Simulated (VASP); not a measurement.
A run of VASP 6.6.1 is set up as follows.

File POSCAR:

```
CaCe2Si2
1.0
    0.0000000000      4.6670130000      0.0000002156
    4.6670130000      0.0000000000      0.0000002156
    2.3335067500      2.3335067500     -5.4124387844
Ca Ce Si
1 2 2
Direct
    0.0000000000      0.0000000000      0.0000000000
    0.7500000000      0.2500000000      0.5000000000
    0.2500000000      0.7500000000      0.5000000000
    0.3974461784      0.3974461784      0.2051076433
    0.6025538216      0.6025538216      0.7948923567
```

INCAR.step1

```
ALGO = Normal
EDIFF = 1E-4
ENCUT = 520
GGA = PE
ISMEAR = -1
LASPH = True
LCHARG = False
LREAL = False
LWAVE = True
NBANDS = 29
NELM = 80
PREC = Accurate
SIGMA = 0.1
```

File INCAR.step2:

```
ALGO = Normal
EDIFF = 1E-6
ENCUT = 520
ISIF = 2
ISMEAR = -1
ISTART = 1
LASPH = True
LCHARG = True
LELF = True
LMIXTAU = True
LREAL = False
LVHAR = True
LWAVE = False
METAGGA = R2SCAN
NBANDS = 29
NELM = 80
PREC = Accurate
SIGMA = 0.1
```

The input KPOINTS:

```
k-points
0
Gamma
  6 6 6
```

Potentials or basis: VASP PAW PBE potentials, release 64 (Ca_sv, Ce, Si).

Run with:

```sh
$ cat potpaw_PBE.64/Ca_sv/POTCAR potpaw_PBE.64/Ce/POTCAR potpaw_PBE.64/Si/POTCAR > POTCAR
$ cp INCAR.step1 INCAR
$ mpirun -np 1 vasp_std > vasp.out
$ cp INCAR.step2 INCAR
$ mpirun -np 1 vasp_std > vasp.out
```

Task: Estimate the pressure.

Result: 9.3 GPa.

Task: Predict the band gap on the k mesh.

Result: Zero (bands 21 and 22 overlap by 0.25 eV).

Task: Estimate the largest force.

Result: 0.028 eV/Å.

Forces on the atoms (eV/Å):
```
Ca   0.000  0.000  0.000
Ce   0.000  0.000  0.000
Ce   0.000  0.000  0.000
Si   0.000  0.000  0.028
Si   0.000  0.000 -0.028
```

Caveat: the stress differs along the axes, from 4 to 20 GPa; the PAW data sets were made with another functional, which shifts forces and pressure a little; spin-orbit coupling is left out, which moves the levels of the heavy elements; semilocal functionals describe open f shells poorly, which spoils levels, moments and volumes. Spin polarisation is off, so any magnetic state and its effect on volume and gap are missing.
